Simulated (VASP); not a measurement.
A run of VASP 6.6.1 is set up as follows.

File POSCAR:

```
MgO2
1.0
    1.7251180922      0.9959973949      3.4939788749
   -1.7251180922      0.9959973949      3.4939788749
    0.0000000000     -1.9919947899      3.4939788749
Mg O
1 2
Direct
    0.0000000000      0.0000000000      0.0000000000
    0.4287860000      0.4287860000      0.4287860000
    0.5712140000      0.5712140000      0.5712140000
```

INCAR.step1

```
SYSTEM = MgO2
  PREC = Accurate
  ENCUT = 920
  ISMEAR = 0
  SIGMA = 0.05
  LREAL = .FALSE.
  LASPH = .TRUE.
  NELM = 120
  NBANDS = 18
  GGA = PE
  ALGO = Normal
  EDIFF = 1E-5
  LWAVE = .TRUE.
  LCHARG = .FALSE.
  GGA_COMPAT = .FALSE.
```

File INCAR.step2:

```
SYSTEM = MgO2
  PREC = Accurate
  ENCUT = 920
  EDIFF = 1E-6
  ISMEAR = 0
  SIGMA = 0.05
  LREAL = .FALSE.
  LASPH = .TRUE.
  NELM = 120
  ALGO = Normal
  ISIF = 2
  LWAVE = .FALSE.
  LCHARG = .FALSE.
  METAGGA = R2SCAN
  LMIXTAU = .TRUE.
  NBANDS = 18
  ISTART = 1
  GGA_COMPAT = .FALSE.
```

Contents of KPOINTS:

```
Automatic mesh
0
G
  12 12 12
  0 0 0
```

Potentials or basis: VASP PAW PBE potentials, release 64 (Mg_sv, O).

Run with:

```console
$ cat potpaw_PBE.64/Mg_sv/POTCAR potpaw_PBE.64/O/POTCAR > POTCAR
$ cp INCAR.step1 INCAR
$ mpirun -np 1 vasp_std > vasp.out
$ cp INCAR.step2 INCAR
$ mpirun -np 1 vasp_std > vasp.out
```

Q: What does it give for the pressure?

A: -14.7 GPa.

Q: Estimate the largest force.

A: 0.679 eV/Å.

Q: Predict the band gap on the k mesh.

A: 3.02 eV (least direct gap 3.03 eV).

Stress tensor (GPa, compression positive):
```
-19.38   0.00   0.00
  0.00 -19.38   0.00
  0.00   0.00  -5.49
```

Caveat: the cell differs from its parent crystal (strain +0.0750 x Voigt [1, 1, 0, 0, 0, 0]); the stress differs along the axes, from -19 to -5 GPa; the PAW data sets were made with another functional, which shifts forces and pressure a little. A k mesh can miss the band edges.
